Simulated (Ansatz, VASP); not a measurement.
# SrO: VASP beside Ansatz

INCAR

```
SYSTEM = SrO
PREC     = Accurate       ! precision mode
ENCUT    = 520            ! plane-wave cutoff, eV
EDIFF    = 1E-8           ! SCF threshold, eV
ISMEAR   = -1             ! smearing method
SIGMA    = 0.03           ! smearing width, eV
LREAL    = .FALSE.        ! projectors in reciprocal space
LASPH    = .TRUE.         ! aspherical terms in the spheres
NELM     = 60             ! most SCF steps
ALGO     = Normal         ! electronic algorithm
ISIF     = 2              ! what is computed and relaxed
LWAVE    = .FALSE.        ! write WAVECAR
LCHARG   = .FALSE.        ! write CHGCAR
GGA      = PE             ! functional
LEFG     = .TRUE.       
NBANDS   = 15             ! bands
```

Contents of KPOINTS:

```
Automatic mesh
0
G
  8 8 8
  0 0 0
```

Contents of POSCAR:

```
SrO
1.0
    0.0000000000      2.6725920000      2.5698000000
    2.6725920000      0.0000000000      2.5698000000
    2.6725920000      2.6725920000      0.0000000000
Sr O
1 1
Direct
    0.0000000000      0.0000000000      0.0000000000
    0.5000000000      0.5000000000      0.5000000000
```

Input for Ansatz:

```yaml
crystal:
  lattice:
    - [0.0, 2.672592, 2.5698]
    - [2.672592, 0.0, 2.5698]
    - [2.672592, 2.672592, 0.0]
  atoms:
    - { symbol: Sr, position: [0.0, 0.0, 0.0] }
    - { symbol: O, position: [0.5, 0.5, 0.5] }
kpoints:
  mp_grid: { grid: [8, 8, 8] }
scf:
  occupations: { method: fermi_dirac, width: 0.03 }
hamiltonian:
  xc: pbe
  pseudopotentials: { kind: paw }
output:
  forces: true
  stress: true
  eigenvalues: true
  efg: { contact_densities: true }
```

Change from the starting cell: x and y stretched by +4 %, z held, PAW files.

Alike in both runs: task electric field gradients; functional PBE; k mesh 8 × 8 × 8; occupations fermi-dirac, width 0.03 eV; no spin polarisation.

|  | VASP | Ansatz |
| --- | --- | --- |
| version | VASP 6.6.1 | Ansatz 0.2.0 |
| potentials or method | VASP PAW PBE potentials, release 64 (Sr_sv, O) | PAW with Ansatz's default frozen-core files, scalar-relativistic |
| plane-wave cutoff (eV) | 520 | 420 |
| valence electrons in the cell | 16 | 16 |

|  | VASP | Ansatz | Ansatz less VASP |
| --- | --- | --- | --- |
| gap on the k mesh at the Fermi level (eV) | 3.13 | 3.17 | +0.045 |
| pressure (GPa) | -2.9 | -3.3 | -0.41 |
| traceless stress, the component that is largest in VASP (GPa) | 2.55 | 2.40 | -0.152 |
| size of Vzz on the site where it differs most (V/Å²) | 12.5 | 12.0 | -0.48 |
